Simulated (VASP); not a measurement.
# Al7BN8 (P3m1) in VASP: a series of runs

Al7BN8 is run at these levels: PBE; tasks: single point, relaxation of cell and atoms.

Program: VASP 6.6.1. These are calculated values, not measurements. Logs are shortened: lines on timing, memory, paths and dates and some standing lists are left out, and cuts for length are marked.

## (1) The cell of the first run

It takes space group P3m1 (No. 156, trigonal). The conventional cell has a = 6.141 Å, b = 6.141 Å, c = 4.903 Å, α = 90.00°, β = 90.00°, γ = 120.00°. Within 2.5 Å of Al (site symmetry m) lie 4 N at 1.87 to 1.93 Å. Al (site symmetry m) has 4 N at 1.85 to 1.95 Å within 2.5 Å. Al (site symmetry 3m) has 4 N at 1.87 to 1.88 Å within 2.5 Å. B (site symmetry 3m) has 4 N at 1.60 to 1.69 Å within 2.1 Å. N (site symmetry 3m) has 1 B at 1.60 Å and 3 Al at 1.90 Å within 2.1 Å. Within 2.3 Å of N (site symmetry m) lie 1 B at 1.69 Å and 3 Al at 1.93 to 1.95 Å. N (site symmetry m) has 4 Al at 1.87 to 1.89 Å within 2.5 Å. N (site symmetry 3m) has 4 Al at 1.85 to 1.88 Å within 2.5 Å.

## (2) Single point, PBE

File INCAR:

```
PREC = Accurate ; ENCUT = 520
EDIFF = 1E-6 ; ISMEAR = 0
SIGMA = 0.01 ; LREAL = Auto
LASPH = True ; NELM = 100
ALGO = Normal ; ISIF = 2
LWAVE = False ; LCHARG = True
GGA = PE ; LELF = True
LVHAR = True ; NBANDS = 46
```

File KPOINTS:

```
regular mesh
0
Gamma
  4 4 5
```

File POSCAR:

```
Al7BN8
1.0
    6.1408122563      0.0000000000      0.0000000000
   -3.0704061281      5.3180994138      0.0000000000
    0.0000000000      0.0000000000      4.9025160209
Al B N
7 1 8
Direct
    0.3284017331      0.1715982669      0.4972792592
    0.1650865995      0.8325432997      0.0009285062
    0.3284017331      0.6568034662      0.4972792592
    0.6674567003      0.3349134005      0.0009285062
    0.8431965338      0.1715982669      0.4972792592
    0.6674567003      0.8325432997      0.0009285062
    0.8333333333      0.6666666667      0.5023791599
    0.1666666667      0.3333333333      0.0074659411
    0.1666666667      0.3333333333      0.3344326664
    0.3163746715      0.1836253285      0.8899668998
    0.1688049398      0.8344024699      0.3874223027
    0.3163746715      0.6327493430      0.8899668998
    0.6655975301      0.3311950602      0.3874223027
    0.8672506570      0.1836253285      0.8899668998
    0.6655975301      0.8344024699      0.3874223027
    0.8333333333      0.6666666667      0.8849313291
```

Potentials or basis: VASP PAW PBE potentials, release 64 (Al, B, N).

Run with:

```bash
> cat potpaw_PBE.64/Al/POTCAR potpaw_PBE.64/B/POTCAR potpaw_PBE.64/N/POTCAR > POTCAR
> mpirun -np 1 vasp_std > vasp.out
```

OUTCAR:

```text
PREC = Accurate
   ENCUT = 520
   EDIFF = 1E-6
   ISMEAR = 0
   LREAL = Auto
   LASPH = True
   NELM = 100
   ISIF = 2
   GGA = PE

 ion  position               nearest neighbor table
   1  0.328  0.172  0.497-  11 1.87  13 1.87   9 1.90  10 1.93   3 2.98   5 2.98   2 3.03   4 3.03
                             2 3.06   4 3.06   7 3.07   7 3.07   3 3.16   5 3.16
   2  0.165  0.833  0.001-  16 1.85  11 1.89  12 1.95  10 1.95   7 3.01   7 3.03   3 3.03   1 3.03
                             6 3.06   4 3.06   3 3.06   1 3.06   6 3.08   4 3.08
   3  0.328  0.657  0.497-  11 1.87  15 1.87   9 1.90  12 1.93   1 2.98   5 2.98   2 3.03   6 3.03
                             2 3.06   6 3.06   7 3.07   7 3.07   1 3.16   5 3.16
   4  0.667  0.335  0.001-  16 1.85  13 1.89  14 1.95  10 1.95   7 3.01   7 3.03   5 3.03   1 3.03
                             6 3.06   2 3.06   5 3.06   1 3.06   6 3.08   2 3.08
   5  0.843  0.172  0.497-  13 1.87  15 1.87   9 1.90  14 1.93   1 2.98   3 2.98   4 3.03   6 3.03
                             4 3.06   6 3.06   7 3.07   7 3.07   1 3.16   3 3.16
   6  0.667  0.833  0.001-  16 1.85  15 1.89  14 1.95  12 1.95   7 3.01   7 3.03   5 3.03   3 3.03
                             4 3.06   2 3.06   5 3.06   3 3.06   4 3.08   2 3.08
   7  0.833  0.667  0.502-  15 1.87  13 1.87  11 1.87  16 1.88   6 3.01   4 3.01   2 3.01   6 3.03
                             4 3.03   2 3.03   5 3.07   3 3.07   1 3.07   1 3.07   5 3.07   3 3.07
   8  0.167  0.333  0.007-   9 1.60  10 1.69  12 1.69  14 1.69
   9  0.167  0.333  0.334-   8 1.60   1 1.90   3 1.90   5 1.90
  10  0.316  0.184  0.890-   8 1.69   1 1.93   2 1.95   4 1.95
  11  0.169  0.834  0.387-   7 1.87   3 1.87   1 1.87   2 1.89
  12  0.316  0.633  0.890-   8 1.69   3 1.93   2 1.95   6 1.95
  13  0.666  0.331  0.387-   7 1.87   5 1.87   1 1.87   4 1.89
  14  0.867  0.184  0.890-   8 1.69   5 1.93   4 1.95   6 1.95
  15  0.666  0.834  0.387-   7 1.87   5 1.87   3 1.87   6 1.89
  16  0.833  0.667  0.885-   6 1.85   4 1.85   2 1.85   7 1.88

  LATTYP: Found a hexagonal cell.
 ALAT       =     6.1408122563
 C/A-ratio  =     0.7983497649

  Lattice vectors:

 A1 = (   6.1408122563,   0.0000000000,   0.0000000000)
 A2 = (  -3.0704061281,   5.3180994138,   0.0000000000)
 A3 = (   0.0000000000,   0.0000000000,   4.9025160209)

Analysis of symmetry for initial positions (statically):
=====================================================================
 Subroutine PRICEL returns:
 Original cell was already a primitive cell.

 Routine SETGRP: Setting up the symmetry group for a
 hexagonal supercell.

 Subroutine GETGRP returns: Found  6 space group operations
 (whereof  2 operations were pure point group operations)
 out of a pool of 24 trial point group operations.

The static configuration has the point symmetry C_1h.
 The point group associated with its full space group is C_3v.
[... 142 lines left out ...]
   NELECT =      64.0000    total number of electrons
   NUPDOWN=      -1.0000    fix difference up-down
   EMIN   =  10.00;   EMAX   =-10.00  energy-range for DOS
   EFERMI =   0.00;   METHOD = LEGACY
   ISMEAR =     0;   SIGMA  =   0.01  broadening in eV -4-tet -1-fermi 0-gaus
   EFERMI_NEDOS =   21; number of points for ismear=-14 and -15
   IALGO  =     38    algorithm
   IMIX   =      4    mixing-type and parameters
     AMIX     =   0.40;   BMIX     =  1.00
     AMIX_MAG =   1.60;   BMIX_MAG =  1.00
  volume/ion in A,a.u.               =      10.01        67.53
  Fermi-wavevector in a.u.,A,eV,Ry     =   1.205964  2.278942 19.787626  1.454349
  Thomas-Fermi vector in A             =   2.341645
   LORBIT       =      0    0 simple, 1 ext, 2 COOP (PROOUT), +10 PAW based schemes
   GGA     = PE    functional components
   LHFCALC =     F    Hartree Fock is set to
   AEXX    =    0.0000 exact exchange contribution
   IVDW    =     0    specifies the selected vdW correction
   LEPSILON=     F    determine dielectric tensor
   LRPA    =     F    only Hartree local field effects (RPA)
 non-spin polarized calculation
 Gauss-broadening in eV      SIGMA  =   0.01
  energy-cutoff  :      520.00
  volume of cell :      160.10
 maximum number of plane-waves:      4339
 NGX is ok and might be reduce to    48
   NGX = 23   NGY = 23   NGZ = 19

 number of electron      64.0000001 magnetization

 Free energy of the ion-electron system (eV)
  ---------------------------------------------------
  ext. energy  EPLUGINS =         0.00000000
  ---------------------------------------------------
  free energy    TOTEN  =      -119.91871877 eV

  energy without entropy =     -119.91871877  energy(sigma->0) =     -119.91871877

 E-fermi :   6.2283     XC(G=0): -11.0180

 val. band max:        6.1479234430   @ k =   0.0000   0.0000   0.0000
 cond. band min:       9.9677047860   @ k =   0.0000   0.0000   0.0000
 fundamental gap:      3.8197813430
 Fermi energy:         6.2282514462

 k-point     1 :       0.0000    0.0000    0.0000
  band No.  band energies     occupation
      1      -9.4674      2.00000
      2      -7.6173      2.00000
      3      -7.1696      2.00000
      4      -7.1696      2.00000
      5      -7.0851      2.00000
      6      -6.5420      2.00000
[... 647 lines left out ...]
     43      14.9995      0.00000
     44      15.2980      0.00000
 [bands above 44 left out]

------------------------ aborting loop because EDIFF is reached ----------------------------------------

  FORCE on cell =-STRESS in cart. coord.  units (eV):
  Direction    XX          YY          ZZ          XY          YZ          ZX
  --------------------------------------------------------------------------------------
  -------------------------------------------------------------------------------------
  Total       -0.2441584     -0.2441584     -0.2137543     -0.0000000      0.0000000     -0.0000000
  in kB       -2.4433236     -2.4433236     -2.1390659     -0.0000000      0.0000000     -0.0000000
  external PRESSURE =      -2.3419044 kB  Pullay stress =       0.0000000 kB

 VOLUME and BASIS-vectors are now :
 -----------------------------------------------------------------------------
  energy-cutoff  :      520.00
  volume of cell :      160.10
      direct lattice vectors                 reciprocal lattice vectors
     6.140812256  0.000000000  0.000000000     0.162844907  0.094018551  0.000000000
    -3.070406128  5.318099414  0.000000000     0.000000000  0.188037102  0.000000000
     0.000000000  0.000000000  4.902516021     0.000000000  0.000000000  0.203976896

 POSITION                                       TOTAL-FORCE (eV/Angst)
 -----------------------------------------------------------------------------------
      1.48978      0.91258      2.43792         0.005072     -0.002928     -0.001303
     -1.54248      4.42755      0.00455        -0.000183     -0.000106     -0.000385
      0.00000      3.49295      2.43792         0.000000      0.005857     -0.001303
      3.07041      1.78110      0.00455         0.000000      0.000211     -0.000385
      4.65104      0.91258      2.43792        -0.005072     -0.002928     -0.001303
      1.54248      4.42755      0.00455         0.000183     -0.000106     -0.000385
[... 8 lines left out ...]
      1.52536      4.43744      1.89934         0.000361     -0.000208      0.002783
      3.07041      3.54540      4.33839        -0.000000      0.000000     -0.005005
 -----------------------------------------------------------------------------------
    total drift:                                0.000001     -0.000000      0.003154

  FREE ENERGIE OF THE ION-ELECTRON SYSTEM (eV)
  ---------------------------------------------------
  free  energy   TOTEN  =      -119.9187187734 eV

  energy  without entropy=     -119.9187187734  energy(sigma->0) =     -119.91871877
```

OSZICAR:

```text
N       E                     dE             d eps       ncg     rms          rms(c)
DAV:   1     0.257602747768E+03    0.25760E+03   -0.30223E+04  1288   0.127E+03
DAV:   2    -0.113465699715E+03   -0.37107E+03   -0.35260E+03  1634   0.259E+02
DAV:   3    -0.136922092158E+03   -0.23456E+02   -0.23302E+02  1640   0.694E+01
DAV:   4    -0.137208075771E+03   -0.28598E+00   -0.28548E+00  1560   0.836E+00
DAV:   5    -0.137213128489E+03   -0.50527E-02   -0.50505E-02  1578   0.110E+00    0.234E+01
DAV:   6    -0.119928708038E+03    0.17284E+02   -0.64270E+01  1568   0.318E+01    0.842E+00
DAV:   7    -0.119975325222E+03   -0.46617E-01   -0.28467E+00  1512   0.711E+00    0.570E+00
DAV:   8    -0.119925972532E+03    0.49353E-01   -0.28290E-01  1510   0.278E+00    0.102E+00
DAV:   9    -0.119916900828E+03    0.90717E-02   -0.52672E-02  1624   0.116E+00    0.452E-01
DAV:  10    -0.119918418188E+03   -0.15174E-02   -0.20183E-02  1570   0.656E-01    0.236E-01
DAV:  11    -0.119918467060E+03   -0.48872E-04   -0.24792E-03  1570   0.305E-01    0.116E-01
DAV:  12    -0.119918714565E+03   -0.24750E-03   -0.67042E-04  1456   0.133E-01    0.279E-02
DAV:  13    -0.119918716916E+03   -0.23508E-05   -0.68008E-05  1552   0.397E-02    0.143E-02
DAV:  14    -0.119918719072E+03   -0.21559E-05   -0.73035E-06  1504   0.126E-02    0.714E-03
DAV:  15    -0.119918718773E+03    0.29820E-06   -0.21368E-06  1208   0.994E-03
   1 F= -.11991872E+03 E0= -.11991872E+03  d E =-.668499E-32
```

It took 1.7 min on 1 thread of Intel Xeon Platinum 8488C (Sapphire Rapids), shared host; peak memory 0.3 GiB.

Results:

| Quantity | Value |
| --- | --- |
| Free energy | -119.9187 eV |
| Pressure | -0.2 GPa |
| Largest force | 0.026 eV/Å |
| Band gap on the k mesh | 3.82 eV |

Forces in eV/Å, atoms in the order of the input:
```
Al   0.005 -0.003 -0.001
Al   0.000  0.000  0.000
Al   0.000  0.006 -0.001
Al   0.000  0.000  0.000
Al  -0.005 -0.003 -0.001
Al   0.000  0.000  0.000
Al   0.000  0.000  0.001
B    0.000  0.000 -0.008
N    0.000  0.000  0.026
N    0.011 -0.007 -0.006
N    0.000  0.000  0.003
N    0.000  0.013 -0.006
N    0.000  0.000  0.003
N   -0.011 -0.007 -0.006
N    0.000  0.000  0.003
N    0.000  0.000 -0.005
```

Levels at points of the mesh, in eV from the valence-band top:
| k point | band 28 | band 29 | band 30 | band 31 | band 32 | band 33 | band 34 | band 35 | band 36 | band 37 |
| --- | --- | --- | --- | --- | --- | --- | --- | --- | --- | --- |
| (0.00, 0.00, 0.00) | -0.67 | -0.47 | -0.11 | -0.11 | 0.00 | 3.82 | 4.94 | 5.68 | 5.95 | 5.95 |
| (0.50, 0.00, 0.00) | -1.29 | -0.54 | -0.49 | -0.39 | -0.30 | 5.14 | 5.48 | 5.88 | 6.33 | 6.99 |

A k mesh can miss the band edges.

## (3) Relaxation of cell and atoms, PBE

This run uses another cell than the first one, of 9.97 Å³/atom.

File INCAR:

```
  PREC = Accurate
  ENCUT = 600
  EDIFF = 1E-7
  ISMEAR = 0
  SIGMA = 0.01
  LREAL = Auto
  LASPH = True
  NELM = 80
  ALGO = Normal
  ISIF = 3
  LWAVE = False
  LCHARG = False
  GGA = PE
  IBRION = 2
  NSW = 80
  EDIFFG = -0.01
```

KPOINTS is that of step 2.

File POSCAR:

```
Al7BN8
1.0
    6.1200000000      0.0000000000      0.0000000000
   -3.0600000000      5.3000754712      0.0000000000
    0.0000000000      0.0000000000      4.9200000000
Al B N
7 1 8
Direct
    0.3333333333      0.1666666667      0.5000000000
    0.1666666667      0.8333333333      0.0000000000
    0.3333333333      0.6666666667      0.5000000000
    0.6666666667      0.3333333333      0.0000000000
    0.8333333333      0.1666666667      0.5000000000
    0.6666666667      0.8333333333      0.0000000000
    0.8333333333      0.6666666667      0.5000000000
    0.1666666667      0.3333333333      0.0000000000
    0.1666666667      0.3333333333      0.3820000000
    0.3333333333      0.1666666667      0.8820000000
    0.1666666667      0.8333333333      0.3820000000
    0.3333333333      0.6666666667      0.8820000000
    0.6666666667      0.3333333333      0.3820000000
    0.8333333333      0.1666666667      0.8820000000
    0.6666666667      0.8333333333      0.3820000000
    0.8333333333      0.6666666667      0.8820000000
```

Potentials or basis: VASP PAW PBE potentials, release 64 (Al, B, N).

Run with:

```bash
> cat potpaw_PBE.64/Al/POTCAR potpaw_PBE.64/B/POTCAR potpaw_PBE.64/N/POTCAR > POTCAR
> mpirun -np 1 vasp_std > vasp.out
```

Wall time 15 min (1 thread of Intel Xeon Platinum 8488C (Sapphire Rapids), shared host); peak memory 0.35 GiB.

The run converged. Its results:

- Free energy: -119.9310 eV
- Relaxed volume: 9.99 Å³/atom
- Relaxed cell: a = 6.137 Å, b = 6.137 Å, c = 4.899 Å, α = 90.00°, β = 90.00°, γ = 120.00°
- Space group after relaxing (to 0.1 Å): P3m1 (No. 156)
- Energy gained by relaxing: 88.7 meV/atom
- Ionic steps: 12
- Pressure after relaxing: 0.0 GPa
- Largest force after relaxing: 0.006 eV/Å
- Band gap on the k mesh: 3.83 eV

Forces on the atoms (eV/Å):
```
Al   0.004 -0.003  0.003
Al   0.003  0.001  0.001
Al   0.000  0.005  0.003
Al   0.000 -0.003  0.001
Al  -0.004 -0.003  0.003
Al  -0.003  0.001  0.001
Al   0.000  0.000  0.006
B    0.000  0.000 -0.004
N    0.000  0.000 -0.006
N    0.002 -0.001 -0.003
N   -0.002 -0.001  0.000
N    0.000  0.003 -0.003
N    0.000  0.003  0.000
N   -0.002 -0.001 -0.003
N    0.002 -0.001  0.000
N    0.000  0.000  0.003
```

Step by step:
| step | energy change (eV) | largest force (eV/Å) | pressure (GPa) | volume (Å³) |
| --- | --- | --- | --- | --- |
| 1 | 0.0000 | 3.0970 | 3.80 | 159.59 |
| 2 | -1.1483 | 1.3273 | -5.70 | 165.11 |
| 3 | -1.1584 | 1.0810 | -6.37 | 165.66 |
| 4 | -1.3184 | 1.0363 | 3.34 | 157.53 |
| 5 | -1.3856 | 0.4532 | -0.30 | 160.26 |
| 6 | -1.4134 | 0.2066 | -0.06 | 159.88 |
| 7 | -1.4152 | 0.1744 | -0.12 | 159.96 |
| 8 | -1.4181 | 0.0490 | 0.10 | 159.77 |
| 9 | -1.4181 | 0.0512 | 0.11 | 159.76 |
| 10 | -1.4186 | 0.0368 | -0.06 | 159.88 |
| 11 | -1.4186 | 0.0412 | -0.09 | 159.90 |
| 12 | -1.4187 | 0.0064 | 0.04 | 159.80 |

Final structure:
```
Al B N
1.0
     6.13741    0.00000    0.00000
    -3.06871    5.31516    0.00000
     0.00000    0.00000    4.89869
Al B N
7 1 8
Direct
  0.32841 0.17159 0.49729
  0.16512 0.83256 0.00083
  0.32841 0.65682 0.49729
  0.66744 0.33488 0.00083
  0.84318 0.17159 0.49729
  0.66744 0.83256 0.00083
  0.83333 0.66667 0.50214
  0.16667 0.33333 0.00755
  0.16667 0.33333 0.33477
  0.31641 0.18359 0.89003
  0.16885 0.83443 0.38743
  0.31641 0.63281 0.89003
  0.66557 0.33115 0.38743
  0.86719 0.18359 0.89003
  0.66557 0.83443 0.38743
  0.83333 0.66667 0.88479
```

Levels at points of the mesh, in eV from the valence-band top:
| k point | band 30 | band 31 | band 32 | band 33 | band 34 | band 35 |
| --- | --- | --- | --- | --- | --- | --- |
| (0.00, 0.00, 0.00) | -0.11 | -0.11 | 0.00 | 3.83 | 4.95 | 5.68 |
| (0.50, 0.00, 0.00) | -0.49 | -0.39 | -0.30 | 5.15 | 5.49 | 5.89 |

A k mesh can miss the band edges.
